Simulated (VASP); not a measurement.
A run of VASP 6.6.1:

INCAR

```
SYSTEM = NaF
ALGO = Normal ; EDIFF = 1E-6
ENCUT = 520 ; GGA = PE
ISIF = 2 ; ISMEAR = 0
LASPH = .TRUE. ; LCHARG = .FALSE.
LREAL = .FALSE. ; LWAVE = .FALSE.
NBANDS = 14 ; NELM = 80
PREC = Accurate ; SIGMA = 0.05
```

File KPOINTS:

```
k-points
0
G
  10 10 10
  0 0 0
```

File POSCAR:

```
NaF
1.0
    0.0000000000      2.3551299827      2.2609247834
    2.3551299827      0.0000000000      2.2609247834
    2.3551299827      2.3551299827      0.0000000000
Na F
1 1
Direct
    0.0000000000      0.0000000000      0.0000000000
    0.5000000000      0.5000000000      0.5000000000
```

Potentials or basis: VASP PAW PBE potentials, release 64 (Na_pv, F).

Command:

```bash
$ cat potpaw_PBE.64/Na_pv/POTCAR potpaw_PBE.64/F/POTCAR > POTCAR
$ mpirun -np 1 vasp_std > vasp.out
```

Hardware: 1 thread of AMD EPYC 7R13, with other jobs on the host.

**Question.** Estimate the wall time of this run.

**Answer.** Run time: 56 s on 1 thread of AMD EPYC 7R13, on a shared host, peak memory 0.13 GiB. Counts: scf iterations 12, k points 102.
